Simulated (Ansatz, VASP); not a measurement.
**NaCl in VASP and in Ansatz**

File POSCAR:

```
NaCl
1.0
    0.0000000000      3.0582900000      2.6052100000
    3.0582900000      0.0000000000      2.6052100000
    3.0582900000      3.0582900000      0.0000000000
Na Cl
1 1
Direct
    0.0000000000      0.0000000000      0.0000000000
    0.5000000000      0.5000000000      0.5000000000
```

The input INCAR.step1:

```
PREC = Accurate ; ENCUT = 520
ISMEAR = 0 ; SIGMA = 0.05
LREAL = False ; LASPH = True
NELM = 60 ; NBANDS = 14
GGA = PE ; ALGO = Normal
EDIFF = 1E-4 ; LWAVE = True
LCHARG = False
```

File INCAR.step2:

```
PREC = Accurate ; ENCUT = 520
EDIFF = 1E-7 ; ISMEAR = 0
SIGMA = 0.05 ; LREAL = False
LASPH = True ; NELM = 60
ALGO = Normal ; ISIF = 2
LWAVE = False ; LCHARG = False
METAGGA = R2SCAN ; LMIXTAU = True
NBANDS = 14 ; ISTART = 1
```

KPOINTS

```
Automatic mesh
0
Gamma
  8 8 8
```

Input for Ansatz:

```yaml
crystal:
  lattice:
    - [0.0, 3.05829, 2.60521]
    - [3.05829, 0.0, 2.60521]
    - [3.05829, 3.05829, 0.0]
  atoms:
    - { symbol: Na, position: [0.0, 0.0, 0.0] }
    - { symbol: Cl, position: [0.5, 0.5, 0.5] }
basis:
  ecutwfc: 500
kpoints:
  mp_grid: { grid: [8, 8, 8] }
hamiltonian:
  xc: r2scan
scf:
  occupations: { method: gaussian, width: 0.05 }
output:
  forces: true
  stress: true
  eigenvalues: true
```

Change from the starting cell: strain +0.080 along x and y, -0.080 along z, atoms carried along.

Alike in both runs: task single point; functional r2SCAN; k mesh 8 × 8 × 8; occupations gaussian, width 0.05 eV; no spin polarisation.

|  | VASP | Ansatz |
| --- | --- | --- |
| version | VASP 6.6.1 | Ansatz 0.2.0 |
| potentials or method | VASP PAW PBE potentials, release 64 (Na_pv, Cl), cutoff 520 eV | scalar-relativistic, plane waves, PAW |
| valence electrons in the cell | 14 | 16 |

VASP gave:

* gap on the k mesh at the Fermi level (eV): 5.55
* least direct gap on the mesh (eV): 5.55
* pressure (GPa): -0.8
* traceless stress, the component that is largest in VASP (GPa): 4.41

Which values does Ansatz return?

gap on the k mesh at the Fermi level (eV): 5.54; least direct gap on the mesh (eV): 5.54; pressure (GPa): -0.7; traceless stress, the component that is largest in VASP (GPa): 4.39.

VASP's potentials were made for PBE, not for r2SCAN. The functional is the same, so the differences come from potentials, cutoffs and numerics. VASP's potentials hold 14 valence electrons a cell and Ansatz's 16, so a difference there can come from the potentials and not from the codes.
